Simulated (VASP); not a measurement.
# BeCdCu3 (Cmmm) in VASP: single point with PBE

Aim: the single point of BeCdCu3 with PBE.

Program: VASP 6.6.1. These are calculated values, not measurements. Logs are shortened: lines on timing, memory, paths and dates and some standing lists are left out, and cuts for length are marked.

### Step 1. The cell of the first run

It takes space group Cmmm (No. 65, orthorhombic). The conventional cell has a = 4.333 Å, b = 7.463 Å, c = 4.997 Å, α = 90.00°, β = 90.00°, γ = 90.00°. Within 2.9 Å of Be (site symmetry mmm) lie 6 Cu at 2.16 to 2.17 Å and 2 Cd at 2.50 Å. Cd (site symmetry mmm) has 2 Be at 2.50 Å within 3.3 Å. Cu (site symmetry mmm) has 4 Cu at 2.16 Å and 2 Be at 2.17 Å within 2.9 Å. Cu (site symmetry 2/m) has 2 Be at 2.16 Å and 4 Cu at 2.16 to 2.17 Å within 2.9 Å.

### Step 2. Single point, PBE

Contents of INCAR:

```
ALGO     = Fast           # electronic algorithm
EDIFF    = 1E-6           # SCF threshold, eV
ENCUT    = 520            # plane-wave cutoff, eV
GGA      = PE             # functional
ISIF     = 2              # what is computed and relaxed
ISMEAR   = 0              # smearing method
LASPH    = True           # aspherical terms in the spheres
LCHARG   = False          # write CHGCAR
LREAL    = False          # projectors in reciprocal space
LWAVE    = False          # write WAVECAR
NBANDS   = 32             # bands
NELM     = 60             # most SCF steps
PREC     = Accurate       # precision mode
SIGMA    = 0.1            # smearing width, eV
```

Contents of KPOINTS:

```
k-points
0
Gamma
  4 4 4
```

Contents of POSCAR:

```
BeCdCu3
1.0
    2.1662922300     -3.7313898200      0.0000000000
    2.1662922300      3.7313898200      0.0000000000
    0.0000000000      0.0000000000      4.9973212600
Be Cd Cu
1 1 3
Direct
    0.0000000000      0.0000000000      0.5000000000
    0.0000000000      0.0000000000      0.0000000000
    0.5000000000      0.5000000000      0.5000000000
    0.0000000000      0.5000000000      0.5000000000
    0.5000000000      0.0000000000      0.5000000000
```

Potentials or basis: VASP PAW PBE potentials, release 64 (Be, Cd, Cu).

The run is started by

```console
$ cat potpaw_PBE.64/Be/POTCAR potpaw_PBE.64/Cd/POTCAR potpaw_PBE.64/Cu/POTCAR > POTCAR
$ mpirun -np 1 vasp_std > vasp.out
```

OUTCAR:

```text
EDIFF = 1E-6
   ENCUT = 520
   GGA = PE
   ISIF = 2
   ISMEAR = 0
   LASPH = True
   LREAL = False
   NELM = 60
   PREC = Accurate

 ion  position               nearest neighbor table
   1  0.000  0.000  0.500-   4 2.16   5 2.16   4 2.16   5 2.16   3 2.17   3 2.17   2 2.50   2 2.50

   2  0.000  0.000  0.000-   1 2.50   1 2.50
   3  0.500  0.500  0.500-   4 2.16   5 2.16   5 2.16   4 2.16   1 2.17   1 2.17
   4  0.000  0.500  0.500-   1 2.16   3 2.16   1 2.16   3 2.16   5 2.17   5 2.17
   5  0.500  0.000  0.500-   1 2.16   3 2.16   3 2.16   1 2.16   4 2.17   4 2.17

  LATTYP: Found a base centered orthorhombic cell.
 ALAT       =     4.3325844600
 B/A-ratio  =     1.7224775902
 C/A-ratio  =     1.1534273148

  Lattice vectors:

 A1 = (   2.1662922300,  -3.7313898200,   0.0000000000)
 A2 = (   2.1662922300,   3.7313898200,   0.0000000000)
 A3 = (   0.0000000000,   0.0000000000,   4.9973212600)

Analysis of symmetry for initial positions (statically):
=====================================================================
 Subroutine PRICEL returns:
 Original cell was already a primitive cell.

 Routine SETGRP: Setting up the symmetry group for a
 base centered orthorhombic supercell.

 Subroutine GETGRP returns: Found  8 space group operations
 (whereof  8 operations were pure point group operations)
 out of a pool of  8 trial point group operations.

The static configuration has the point symmetry D_2h.

Analysis of symmetry for dynamics (positions and initial velocities):
=====================================================================
 Subroutine PRICEL returns:
 Original cell was already a primitive cell.

 Routine SETGRP: Setting up the symmetry group for a
 base centered orthorhombic supercell.

 Subroutine GETGRP returns: Found  8 space group operations
 (whereof  8 operations were pure point group operations)
 out of a pool of  8 trial point group operations.

The dynamic configuration has the point symmetry D_2h.

 Subroutine INISYM returns: Found  8 space group operations
 (whereof  8 operations are pure point group operations),
 and found     1 'primitive' translations

----------------------------------------------------------------------------------------

                                     Primitive cell

  volume of cell :      80.7895

  direct lattice vectors                    reciprocal lattice vectors
     2.166292230 -3.731389820  0.000000000     0.230809118 -0.133998329  0.000000000
     2.166292230  3.731389820  0.000000000     0.230809118  0.133998329  0.000000000
     0.000000000  0.000000000  4.997321260     0.000000000  0.000000000  0.200107207

  length of vectors
     4.314636950  4.314636950  4.997321260     0.266886495  0.266886495  0.200107207

  position of ions in fractional coordinates (direct lattice)
     0.000000000  0.000000000  0.500000000
     0.000000000  0.000000000  0.000000000
     0.500000000  0.500000000  0.500000000
     0.000000000  0.500000000  0.500000000
     0.500000000  0.000000000  0.500000000

  ion indices of the primitive-cell ions
   primitive index   ion index
                 1           1
                 2           2
                 3           3
                 4           4
                 5           5

----------------------------------------------------------------------------------------

 KPOINTS: k-points

Automatic generation of k-mesh.
 Grid dimensions read from file:
 generate k-points for:    4    4    4

 Generating k-lattice:

  Cartesian coordinates                     Fractional coordinates (reciprocal lattice)
     0.057702280 -0.033499582  0.000000000     0.250000000  0.000000000  0.000000000
     0.057702280  0.033499582  0.000000000     0.000000000  0.250000000  0.000000000
     0.000000000  0.000000000  0.050026802     0.000000000  0.000000000  0.250000000

  Length of vectors
     0.066721624  0.066721624  0.050026802

  Shift w.r.t. Gamma in fractional coordinates (k-lattice)
     0.000000000  0.000000000  0.000000000

 Subroutine IBZKPT returns following result:
 ===========================================

 Found     21 irreducible k-points:

 Following reciprocal coordinates:
            Coordinates               Weight
  0.000000  0.000000  0.000000      1.000000
  0.250000  0.000000  0.000000      4.000000
  0.500000  0.000000  0.000000      2.000000
  0.250000  0.250000  0.000000      2.000000
  0.500000  0.250000  0.000000      4.000000
 -0.250000  0.250000  0.000000      2.000000
[... 13 lines left out ...]
 -0.250000  0.250000  0.500000      2.000000
  0.500000  0.500000  0.500000      1.000000
   k-points           NKPTS =     21   k-points in BZ     NKDIM =     21   number of bands    NBANDS=     32
   number of dos      NEDOS =    301   number of ions     NIONS =      5
   total plane-waves  NPLWV =  40960
   dimension x,y,z NGX =    32 NGY =   32 NGZ =   40
   dimension x,y,z NGXF=    64 NGYF=   64 NGZF=   80
   ions per type =               1   1   3
   NGX,Y,Z   is equivalent  to a cutoff of  12.33, 12.33, 13.31 a.u.
   NGXF,Y,Z  is equivalent  to a cutoff of  24.66, 24.66, 26.61 a.u.
 SYSTEM =  unknown system
   PREC   = accura    normal or accurate (medium, high low for compatibility)
   ISTART =      0    job   : 0-new  1-cont  2-samecut
   ICHARG =      2    charge: 1-file 2-atom 10-const
   ISPIN  =      1    spin polarized calculation?
   LNONCOLLINEAR =      F non collinear calculations
   LSORBIT =      F    spin-orbit coupling
   LASPH  =      T    aspherical Exc in radial PAW
   ENCUT  =  520.0 eV  38.22 Ry    6.18 a.u.   8.02  8.02  9.29*2*pi/ulx,y,z
   NELM   =     60;   NELMIN=  2; NELMDL= -5     # of ELM steps
   EDIFF  = 0.1E-05   stopping-criterion for ELM
   LREAL  =      F    real-space projection
   EDIFFG = 0.1E-04   stopping-criterion for IOM
   NSW    =      0    number of steps for IOM
   IBRION =     -1    ionic relax: 0-MD 1-quasi-New 2-CG
   NFREE  =      0    steps in history (QN), initial steepest desc. (CG)
   ISIF   =      2    stress and relaxation
   ISYM   =      2    0-nonsym 1-usesym 2-fastsym
   POTIM  = 0.5000    time-step for ionic-motion
   TEBEG  =    0.0;   TEEND  =   0.0 temperature during run
   PSTRESS=    0.0 pullay stress
   NELECT =      47.0000    total number of electrons
   NUPDOWN=      -1.0000    fix difference up-down
   EMIN   =  10.00;   EMAX   =-10.00  energy-range for DOS
   EFERMI =   0.00;   METHOD = LEGACY
   ISMEAR =     0;   SIGMA  =   0.10  broadening in eV -4-tet -1-fermi 0-gaus
   EFERMI_NEDOS =   21; number of points for ismear=-14 and -15
   IALGO  =     68    algorithm
   IMIX   =      4    mixing-type and parameters
     AMIX     =   0.40;   BMIX     =  1.00
     AMIX_MAG =   1.60;   BMIX_MAG =  1.00
  volume/ion in A,a.u.               =      16.16       109.04
  Fermi-wavevector in a.u.,A,eV,Ry     =   1.366645  2.582585 25.411864  1.867719
  Thomas-Fermi vector in A             =   2.492768
   LORBIT       =      0    0 simple, 1 ext, 2 COOP (PROOUT), +10 PAW based schemes
   GGA     = PE    functional components
   LHFCALC =     F    Hartree Fock is set to
   AEXX    =    0.0000 exact exchange contribution
   IVDW    =     0    specifies the selected vdW correction
   LEPSILON=     F    determine dielectric tensor
   LRPA    =     F    only Hartree local field effects (RPA)
 non-spin polarized calculation
 RMM-DIIS sequential band-by-band and
 Gauss-broadening in eV      SIGMA  =   0.10
  energy-cutoff  :      520.00
  volume of cell :       80.79
 maximum number of plane-waves:      2198
   NGX = 17   NGY = 17   NGZ = 19

 number of electron      47.0000066 magnetization

 Free energy of the ion-electron system (eV)
  ---------------------------------------------------
  ext. energy  EPLUGINS =         0.00000000
  ---------------------------------------------------
  free energy    TOTEN  =       -12.39523443 eV

  energy without entropy =      -12.38732926  energy(sigma->0) =      -12.39128185

 E-fermi :   4.3983     XC(G=0): -10.3702

 val. band max:        4.3414936434   @ k =   0.2500   0.0000   0.0000
 cond. band min:       4.4574087908   @ k =  -0.2500   0.2500   0.0000
 fundamental gap:      0.1159151473
 Fermi energy:         4.3982688283

 k-point     1 :       0.0000    0.0000    0.0000
  band No.  band energies     occupation
      1      -5.3499      2.00000
      2      -4.4932      2.00000
      3      -4.4922      2.00000
      4      -4.4516      2.00000
      5      -4.4489      2.00000
      6      -4.1902      2.00000
[... 24 lines left out ...]
     31      11.5749      0.00000
     32      11.6143      0.00000

 k-point     2 :       0.2500    0.0000    0.0000
  band No.  band energies     occupation
      1      -5.0655      2.00000
      2      -4.5148      2.00000
      3      -4.4943      2.00000
      4      -4.4632      2.00000
      5      -4.4080      2.00000
      6      -3.7929      2.00000
[... 24 lines left out ...]
     31      11.8335      0.00000
     32      12.6093      0.00000

 k-point     3 :       0.5000    0.0000    0.0000
  band No.  band energies     occupation
      1      -4.8569      2.00000
      2      -4.5364      2.00000
      3      -4.4962      2.00000
      4      -4.4779      2.00000
      5      -4.3652      2.00000
      6      -2.6287      2.00000
[... 24 lines left out ...]
     31      12.2456      0.00000
     32      13.7119      0.00000

 k-point     4 :       0.2500    0.2500    0.0000
  band No.  band energies     occupation
      1      -4.8652      2.00000
      2      -4.5263      2.00000
      3      -4.5065      2.00000
      4      -4.4462      2.00000
      5      -4.3974      2.00000
      6      -2.7878      2.00000
[... 549 lines left out ...]
     31      12.9241      0.00000
     32      13.4541      0.00000

 k-point    20 :      -0.2500    0.2500    0.5000
  band No.  band energies     occupation
      1      -4.7189      2.00000
      2      -4.6582      2.00000
      3      -4.5237      2.00000
      4      -4.4519      2.00000
      5      -4.4043      2.00000
      6      -3.6911      2.00000
[... 24 lines left out ...]
     31      12.2546      0.00000
     32      12.8595      0.00000

 k-point    21 :       0.5000    0.5000    0.5000
  band No.  band energies     occupation
      1      -4.7195      2.00000
      2      -4.6965      2.00000
      3      -4.5432      2.00000
      4      -4.4649      2.00000
      5      -4.3657      2.00000
      6      -2.2940      2.00000
[... 24 lines left out ...]
     31      13.0974      0.00000
     32      13.6681      0.00000

------------------------ aborting loop because EDIFF is reached ----------------------------------------

  FORCE on cell =-STRESS in cart. coord.  units (eV):
  Direction    XX          YY          ZZ          XY          YZ          ZX
  --------------------------------------------------------------------------------------
  -------------------------------------------------------------------------------------
  Total       15.1400571     15.5904789     -0.8234343      0.0000000      0.0000000      0.0000000
  in kB      300.2501036    309.1826444    -16.3299398      0.0000000      0.0000000      0.0000000
  external PRESSURE =     197.7009361 kB  Pullay stress =       0.0000000 kB

 VOLUME and BASIS-vectors are now :
 -----------------------------------------------------------------------------
  energy-cutoff  :      520.00
  volume of cell :       80.79
      direct lattice vectors                 reciprocal lattice vectors
     2.166292230 -3.731389820  0.000000000     0.230809118 -0.133998329  0.000000000
     2.166292230  3.731389820  0.000000000     0.230809118  0.133998329  0.000000000
     0.000000000  0.000000000  4.997321260     0.000000000  0.000000000  0.200107207

 POSITION                                       TOTAL-FORCE (eV/Angst)
 -----------------------------------------------------------------------------------
      0.00000      0.00000      2.49866        -0.000000      0.000000      0.000000
      0.00000      0.00000      0.00000        -0.000000      0.000000      0.000000
      2.16629      0.00000      2.49866         0.000000      0.000000      0.000000
      1.08315      1.86569      2.49866        -0.000000      0.000000      0.000000
      1.08315     -1.86569      2.49866         0.000000     -0.000000      0.000000
 -----------------------------------------------------------------------------------
    total drift:                                0.000000      0.000000     -0.000000

  FREE ENERGIE OF THE ION-ELECTRON SYSTEM (eV)
  ---------------------------------------------------
  free  energy   TOTEN  =       -12.3952344339 eV

  energy  without entropy=      -12.3873292582  energy(sigma->0) =      -12.39128185
```

It took 44 s on 1 thread of Intel Xeon Platinum 8488C (Sapphire Rapids), shared host; peak memory 0.22 GiB.

What came out:

```yaml
Free_energy: -12.3952 eV
Pressure: 19.8 GPa
```

Stress tensor (GPa, compression positive):
```
30.03  0.00  0.00
 0.00 30.92  0.00
 0.00  0.00 -1.63
```

Levels at points of the mesh, in eV from the Fermi level:
```csv
k point,band 21,band 22,band 23,band 24,band 25,band 26,band 27,band 28
"(0.00, 0.00, 0.00)",-2.50,-1.66,-0.95,-0.92,-0.25,1.30,5.41,5.92
"(0.50, 0.00, 0.00)",-2.96,-2.56,-0.18,0.38,0.51,1.72,2.50,2.81
"(0.50, 0.50, 0.00)",-2.97,-2.58,-0.22,0.41,0.47,1.72,2.52,2.82
"(0.00, 0.00, 0.50)",-2.51,-1.66,-0.43,-0.40,1.46,4.98,5.21,5.30
"(0.50, 0.00, 0.50)",-2.85,-2.56,-2.10,-0.94,0.46,1.07,3.40,5.11
"(0.50, 0.50, 0.50)",-2.86,-2.58,-2.08,-0.93,0.40,1.03,3.34,5.05
```

Caveat: the k points lie up to 0.42 Å⁻¹ apart.
